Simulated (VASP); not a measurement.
# Ru (R-3m) in VASP: notebook

The runs below take Ru through single point, relaxation of cell and atoms, with PBEsol.

All numbers are computed with VASP 6.6.1; they aren't measurements. Logs are shortened: lines on timing, memory, paths and dates and some standing lists are left out, and cuts for length are marked.

**1. The cell of the first run**

The typed cell holds 3 atoms: a = 2.664 Å, b = 2.664 Å, c = 6.529 Å, α = 90.00°, β = 90.00°, γ = 120.00°.

This isn't the form of Ru at room conditions, which is hcp.

**2. Single point, PBEsol**

INCAR reads:

```
  PREC = Accurate
  ENCUT = 520
  EDIFF = 1E-6
  ISMEAR = 0
  SIGMA = 0.1
  LREAL = F
  LASPH = T
  NELM = 60
  ALGO = Fast
  ISIF = 2
  LWAVE = F
  LCHARG = F
  GGA = PS
  NBANDS = 28
```

KPOINTS reads:

```
regular mesh
0
Gamma
  18 18 7
```

POSCAR reads:

```
Ru
1.0
    2.6641093052      0.0000000000      0.0000000000
   -1.3320546526      2.3071863368      0.0000000000
    0.0000000000      0.0000000000      6.5293885031
Ru
3
Direct
    0.0000000000      0.0000000000      0.0000000000
    0.3333333333      0.6666666667      0.3333333333
    0.6666666667      0.3333333333      0.6666666667
```

Potentials or basis: VASP PAW PBE potentials, release 64 (Ru_pv).

Command:

```console
> cat potpaw_PBE.64/Ru_pv/POTCAR > POTCAR
> mpirun -np 1 vasp_std > vasp.out
```

OUTCAR:

```text
PREC = Accurate
   ENCUT = 520
   EDIFF = 1E-6
   ISMEAR = 0
   LREAL = F
   LASPH = T
   NELM = 60
   ISIF = 2
   GGA = PS

 ion  position               nearest neighbor table
   1  0.000  0.000  0.000-   2 2.67   3 2.67   3 2.67   2 2.67   3 2.67   2 2.67
   2  0.333  0.667  0.333-   1 2.67   1 2.67   1 2.67   3 2.67   3 2.67   3 2.67
   3  0.667  0.333  0.667-   1 2.67   1 2.67   1 2.67   2 2.67   2 2.67   2 2.67

  LATTYP: Found a hexagonal cell.
 ALAT       =     2.6641093052
 C/A-ratio  =     2.4508710999

  Lattice vectors:

 A1 = (   2.6641093052,   0.0000000000,   0.0000000000)
 A2 = (  -1.3320546526,   2.3071863368,   0.0000000000)
 A3 = (   0.0000000000,   0.0000000000,   6.5293885031)

Analysis of symmetry for initial positions (statically):
=====================================================================
 Subroutine PRICEL returns following result:

  LATTYP: Found a trigonal (rhomboedric) cell.
 ALAT       =     2.6651109917
 COS(alpha) =     0.5003757811

  Lattice vectors:

 A1 = (   1.3320546525,  -0.7690621122,   2.1764628341)
 A2 = (  -0.0000000001,   1.5381242246,   2.1764628341)
 A3 = (  -1.3320546523,  -0.7690621124,   2.1764628348)

   3 primitive cells build up your supercell.

 Routine SETGRP: Setting up the symmetry group for a
 hexagonal supercell.

 Subroutine GETGRP returns: Found 12 space group operations
 (whereof 12 operations were pure point group operations)
 out of a pool of 24 trial point group operations.

The static configuration has the point symmetry D_3d.

Analysis of symmetry for dynamics (positions and initial velocities):
=====================================================================
 Subroutine PRICEL returns following result:

  LATTYP: Found a trigonal (rhomboedric) cell.
 ALAT       =     2.6651109917
 COS(alpha) =     0.5003757811

  Lattice vectors:

 A1 = (   1.3320546525,  -0.7690621122,   2.1764628341)
 A2 = (  -0.0000000001,   1.5381242246,   2.1764628341)
 A3 = (  -1.3320546523,  -0.7690621124,   2.1764628348)

   3 primitive cells build up your supercell.

 Routine SETGRP: Setting up the symmetry group for a
 hexagonal supercell.

 Subroutine GETGRP returns: Found 12 space group operations
 (whereof 12 operations were pure point group operations)
 out of a pool of 24 trial point group operations.

The dynamic configuration has the point symmetry D_3d.

 Subroutine INISYM returns: Found 12 space group operations
 (whereof 12 operations are pure point group operations),
 and found     3 'primitive' translations

----------------------------------------------------------------------------------------

                                     Primitive cell

  volume of cell :      13.3778

  direct lattice vectors                    reciprocal lattice vectors
     1.332054652 -0.769062112  2.176462834     0.375359974 -0.216714182  0.153153699
    -0.000000000  1.538124225  2.176462834     0.000000000  0.433428364  0.153153699
    -1.332054652 -0.769062112  2.176462835    -0.375359974 -0.216714182  0.153153699

  length of vectors
     2.665110992  2.665110992  2.665110992     0.459691421  0.459691421  0.459691421

  position of ions in fractional coordinates (direct lattice)
     0.000000000  0.000000000  0.000000000

  ion indices of the primitive-cell ions
   primitive index   ion index
                 1           1

----------------------------------------------------------------------------------------

 KPOINTS: regular mesh

Automatic generation of k-mesh.
 Grid dimensions read from file:
 generate k-points for:   18   18    7

 Generating k-lattice:

  Cartesian coordinates                     Fractional coordinates (reciprocal lattice)
     0.020853332  0.012039677  0.000000000     0.055555556  0.000000000  0.000000000
     0.000000000  0.024079354  0.000000000     0.000000000  0.055555556  0.000000000
     0.000000000  0.000000000  0.021879100     0.000000000  0.000000000  0.142857143

  Length of vectors
     0.024079354  0.024079354  0.021879100

  Shift w.r.t. Gamma in fractional coordinates (k-lattice)
     0.000000000  0.000000000  0.000000000

 Subroutine IBZKPT returns following result:
 ===========================================

 Found    229 irreducible k-points:

 Following reciprocal coordinates:
            Coordinates               Weight
  0.000000  0.000000  0.000000      1.000000
  0.055556  0.000000  0.000000      6.000000
  0.111111  0.000000  0.000000      6.000000
  0.166667  0.000000  0.000000      6.000000
  0.222222  0.000000  0.000000      6.000000
  0.277778 -0.000000  0.000000      6.000000
[... 16 lines left out ...]
  0.333333  0.111111  0.000000     12.000000
  0.388889  0.111111  0.000000     12.000000
 [... further k-points ...]
   k-points           NKPTS =    229   k-points in BZ     NKDIM =    229   number of bands    NBANDS=     28
   number of dos      NEDOS =    301   number of ions     NIONS =      3
   total plane-waves  NPLWV =  20000
   dimension x,y,z NGX =    20 NGY =   20 NGZ =   50
   dimension x,y,z NGXF=    40 NGYF=   40 NGZF=  100
   ions per type =               3
   NGX,Y,Z   is equivalent  to a cutoff of  12.48, 12.48, 12.73 a.u.
   NGXF,Y,Z  is equivalent  to a cutoff of  24.96, 24.96, 25.46 a.u.
 SYSTEM =  unknown system
   PREC   = accura    normal or accurate (medium, high low for compatibility)
   ISTART =      0    job   : 0-new  1-cont  2-samecut
   ICHARG =      2    charge: 1-file 2-atom 10-const
   ISPIN  =      1    spin polarized calculation?
   LNONCOLLINEAR =      F non collinear calculations
   LSORBIT =      F    spin-orbit coupling
   LASPH  =      T    aspherical Exc in radial PAW
   ENCUT  =  520.0 eV  38.22 Ry    6.18 a.u.   4.95  4.95 12.14*2*pi/ulx,y,z
   NELM   =     60;   NELMIN=  2; NELMDL= -5     # of ELM steps
   EDIFF  = 0.1E-05   stopping-criterion for ELM
   LREAL  =      F    real-space projection
   EDIFFG = 0.1E-04   stopping-criterion for IOM
   NSW    =      0    number of steps for IOM
   IBRION =     -1    ionic relax: 0-MD 1-quasi-New 2-CG
   NFREE  =      0    steps in history (QN), initial steepest desc. (CG)
   ISIF   =      2    stress and relaxation
   ISYM   =      2    0-nonsym 1-usesym 2-fastsym
   POTIM  = 0.5000    time-step for ionic-motion
   TEBEG  =    0.0;   TEEND  =   0.0 temperature during run
   PSTRESS=    0.0 pullay stress
   NELECT =      42.0000    total number of electrons
   NUPDOWN=      -1.0000    fix difference up-down
   EMIN   =  10.00;   EMAX   =-10.00  energy-range for DOS
   EFERMI =   0.00;   METHOD = LEGACY
   ISMEAR =     0;   SIGMA  =   0.10  broadening in eV -4-tet -1-fermi 0-gaus
   EFERMI_NEDOS =   21; number of points for ismear=-14 and -15
   IALGO  =     68    algorithm
   IMIX   =      4    mixing-type and parameters
     AMIX     =   0.40;   BMIX     =  1.00
     AMIX_MAG =   1.60;   BMIX_MAG =  1.00
  volume/ion in A,a.u.               =      13.38        90.28
  Fermi-wavevector in a.u.,A,eV,Ry     =   1.662094  3.140902 37.586852  2.762556
  Thomas-Fermi vector in A             =   2.749044
   LORBIT       =      0    0 simple, 1 ext, 2 COOP (PROOUT), +10 PAW based schemes
   GGA     = PS    functional components
   LHFCALC =     F    Hartree Fock is set to
   AEXX    =    0.0000 exact exchange contribution
   IVDW    =     0    specifies the selected vdW correction
   LEPSILON=     F    determine dielectric tensor
   LRPA    =     F    only Hartree local field effects (RPA)
 non-spin polarized calculation
 RMM-DIIS sequential band-by-band and
 Gauss-broadening in eV      SIGMA  =   0.10
  energy-cutoff  :      520.00
  volume of cell :       40.13
 maximum number of plane-waves:      1104
   NGX =  9   NGY =  9   NGZ = 25

 number of electron      42.0000001 magnetization

 Free energy of the ion-electron system (eV)
  ---------------------------------------------------
  ext. energy  EPLUGINS =         0.00000000
  ---------------------------------------------------
  free energy    TOTEN  =       -30.17034778 eV

  energy without entropy =      -30.15597332  energy(sigma->0) =      -30.16316055

 E-fermi :  12.8646     XC(G=0): -14.3714

 val. band max:       12.8630521024   @ k =   0.1667   0.0000   0.0000
 cond. band min:      12.8746518042   @ k =   0.3333   0.2222   0.2857
 fundamental gap:      0.0115997018
 Fermi energy:        12.8646249899

 k-point     1 :       0.0000    0.0000    0.0000
  band No.  band energies     occupation
      1     -30.3508      2.00000
      2     -30.3508      2.00000
      3     -29.6004      2.00000
      4     -29.6004      2.00000
      5     -29.6004      2.00000
      6     -29.6004      2.00000
[... 20 lines left out ...]
     27      13.6576      0.00000
     28      26.0695      0.00000

 k-point     2 :       0.0556    0.0000    0.0000
  band No.  band energies     occupation
      1     -30.3466      2.00000
      2     -30.3459      2.00000
      3     -29.6385      2.00000
      4     -29.6223      2.00000
      5     -29.6070      2.00000
      6     -29.5910      2.00000
[... 20 lines left out ...]
     27      14.2560      0.00000
     28      26.1790      0.00000

 k-point     3 :       0.1111    0.0000    0.0000
  band No.  band energies     occupation
      1     -30.3373      2.00000
      2     -30.3318      2.00000
      3     -29.7170      2.00000
      4     -29.6555      2.00000
      5     -29.6538      2.00000
      6     -29.6037      2.00000
[... 20 lines left out ...]
     27      15.1239      0.00000
     28      26.3135      0.00000

 k-point     4 :       0.1667    0.0000    0.0000
  band No.  band energies     occupation
      1     -30.3299      2.00000
      2     -30.3122      2.00000
      3     -29.8218      2.00000
      4     -29.7352      2.00000
      5     -29.7271      2.00000
      6     -29.6972      2.00000
[... 578 lines left out ...]
     27      18.4370      0.00000
     28      24.7973      0.00000

 k-point    23 :       0.3333    0.1111    0.0000
  band No.  band energies     occupation
      1     -30.4581      2.00000
      2     -30.4383      2.00000
      3     -30.3416      2.00000
      4     -29.9635      2.00000
      5     -29.9344      2.00000
      6     -29.8705      2.00000
[... 20 lines left out ...]
     27      19.1081      0.00000
     28      23.2490      0.00000

 k-point    24 :       0.3889    0.1111    0.0000
  band No.  band energies     occupation
      1     -30.4958      2.00000
      2     -30.4729      2.00000
      3     -30.4266      2.00000
      4     -29.9480      2.00000
      5     -29.9247      2.00000
      6     -29.8810      2.00000
[... 20 lines left out ...]
     27      19.1424      0.00000
     28      22.6550      0.00000

 [... further k-points ...]

------------------------ aborting loop because EDIFF is reached ----------------------------------------

  FORCE on cell =-STRESS in cart. coord.  units (eV):
  Direction    XX          YY          ZZ          XY          YZ          ZX
  --------------------------------------------------------------------------------------
  -------------------------------------------------------------------------------------
  Total       -0.0277095     -0.0277095     -0.0274830      0.0000000      0.0000000      0.0000000
  in kB       -1.1061970     -1.1061970     -1.0971539      0.0000000      0.0000000      0.0000000
  external PRESSURE =      -1.1031826 kB  Pullay stress =       0.0000000 kB

 VOLUME and BASIS-vectors are now :
 -----------------------------------------------------------------------------
  energy-cutoff  :      520.00
  volume of cell :       40.13
      direct lattice vectors                 reciprocal lattice vectors
     2.664109305  0.000000000  0.000000000     0.375359974  0.216714182  0.000000000
    -1.332054653  2.307186337  0.000000000     0.000000000  0.433428364  0.000000000
     0.000000000  0.000000000  6.529388503     0.000000000  0.000000000  0.153153699

 POSITION                                       TOTAL-FORCE (eV/Angst)
 -----------------------------------------------------------------------------------
      0.00000      0.00000      0.00000        -0.000000      0.000000      0.000000
     -0.00000      1.53812      2.17646         0.000000      0.000000      0.000000
      1.33205      0.76906      4.35293        -0.000000     -0.000000     -0.000000
 -----------------------------------------------------------------------------------
    total drift:                               -0.000000      0.000000      0.000000

  FREE ENERGIE OF THE ION-ELECTRON SYSTEM (eV)
  ---------------------------------------------------
  free  energy   TOTEN  =       -30.1703477779 eV

  energy  without entropy=      -30.1559733232  energy(sigma->0) =      -30.16316055
```

Wall time 86 s (1 thread of Intel Xeon 6975P-C (Granite Rapids), shared host); peak memory 0.29 GiB.

What came out:

| Quantity | Value |
| --- | --- |
| Free energy | -30.1703 eV |
| Pressure | -0.1 GPa |
| Band gap on the k mesh | zero (bands 21 and 22 overlap by 3.12 eV) |

Caveat: the PAW data sets were made with another functional, which shifts forces and pressure a little.

**3. Relaxation of cell and atoms, PBEsol**

This run uses another cell than the first one, of 13.32 Å³/atom.

INCAR reads:

```
SYSTEM = Ru
  PREC = Accurate
  ENCUT = 600
  EDIFF = 1E-6
  ISMEAR = 0
  SIGMA = 0.1
  LREAL = .False.
  LASPH = .True.
  NELM = 60
  ALGO = Fast
  ISIF = 3
  LWAVE = .False.
  LCHARG = .False.
  GGA = PS
  IBRION = 2
  NSW = 65
  EDIFFG = -0.01
```

KPOINTS reads:

```
Automatic mesh
0
Gamma
  18 18 7
  0 0 0
```

POSCAR reads:

```
Ru
1.0
    2.6895079379      0.0000000000      0.0000000000
   -1.3447539689      2.3291821979      0.0000000000
    0.0000000000      0.0000000000      6.3778967219
Ru
3
Direct
    0.0000000000      0.0000000000      0.0000000000
    0.3333333333      0.6666666667      0.3333333333
    0.6666666667      0.3333333333      0.6666666667
```

Potentials or basis: VASP PAW PBE potentials, release 64 (Ru_pv).

Command:

```console
> cat potpaw_PBE.64/Ru_pv/POTCAR > POTCAR
> mpirun -np 1 vasp_std > vasp.out
```

Run time: 8.9 min. Hardware: 1 thread of Intel Xeon 6975P-C (Granite Rapids), shared host; peak memory 0.35 GiB.

The run converged. Its results:

```
Free energy                           : -30.1709 eV
Relaxed volume                        : 13.37 Å³/atom
Relaxed cell                          : a = 2.664 Å, b = 2.664 Å, c = 6.530 Å, α = 90.00°, β = 90.00°, γ = 120.00°
Space group after relaxing (to 0.1 Å) : Fm-3m (No. 225)
Energy gained by relaxing             : 17.4 meV/atom
Ionic steps                           : 7
Pressure after relaxing               : 0.0 GPa
Band gap on the k mesh                : zero (bands 21 and 22 overlap by 3.12 eV)
```

Stress tensor (GPa, compression positive):
```
 0.07  0.00  0.00
 0.00  0.07  0.00
 0.00  0.00 -0.10
```

Step by step:
```csv
step,energy change (eV),largest force (eV/Å),pressure (GPa),volume (Å³)
1,0.0000,0.0000,2.10,39.95
2,0.0348,0.0000,-5.60,40.90
3,-0.0504,0.0000,-2.13,40.38
4,-0.0504,0.0000,-2.01,40.37
5,-0.0416,0.0000,5.15,39.55
6,-0.0521,0.0000,-0.08,40.13
7,-0.0521,0.0000,0.01,40.12
```

Final structure:
```
Ru
1.0
     2.66362    0.00000    0.00000
    -1.33181    2.30676    0.00000
     0.00000    0.00000    6.53020
Ru
3
Cartesian
  2.6636 0.0000 0.0000
  0.0000 1.5378 2.1767
  1.3318 0.7689 4.3535
```

Levels at points of the mesh, in eV from the Fermi level:
| k point | band 17 | band 18 | band 19 | band 20 | band 21 | band 22 | band 23 | band 24 | band 25 |
| --- | --- | --- | --- | --- | --- | --- | --- | --- | --- |
| (0.00, 0.00, 0.00) | -2.44 | -2.44 | -2.44 | -1.64 | -1.64 | -0.10 | -0.10 | 0.79 | 0.79 |
| (0.50, 0.00, 0.00) | -1.85 | -1.82 | -1.82 | 1.78 | 1.90 | 1.90 | 2.35 | 2.36 | 3.68 |

Caveat: the highest band is partly filled, so the run has too few bands; the PAW data sets were made with another functional, which shifts forces and pressure a little.
